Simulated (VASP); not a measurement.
A run of VASP 6.6.1 is set up as follows.

INCAR

```
ALGO = Normal
EDIFF = 1E-6
ENCUT = 520
GGA = PE
ISIF = 2
ISMEAR = -1
LASPH = True
LCHARG = False
LREAL = False
LWAVE = False
NBANDS = 12
NELM = 80
PREC = Accurate
SIGMA = 0.08
```

The input KPOINTS:

```
k-points
0
Gamma
  15 15 15
```

POSCAR

```
Cd
1.0
   -1.8025628197      1.8025628197      1.8025628197
    1.8025628197     -1.8025628197      1.8025628197
    1.8025628197      1.8025628197     -1.8025628197
Cd
1
Direct
    0.0000000000      0.0000000000      0.0000000000
```

Potentials or basis: VASP PAW PBE potentials, release 64 (Cd).

Command:

```bash
$ cat potpaw_PBE.64/Cd/POTCAR > POTCAR
$ mpirun -np 1 vasp_std > vasp.out
```

Question: What does it give for the pressure?

Answer: 0.3 GPa.

Question: What does it give for the band gap on the k mesh?

Answer: Zero (bands 6 and 7 overlap by 3.65 eV).
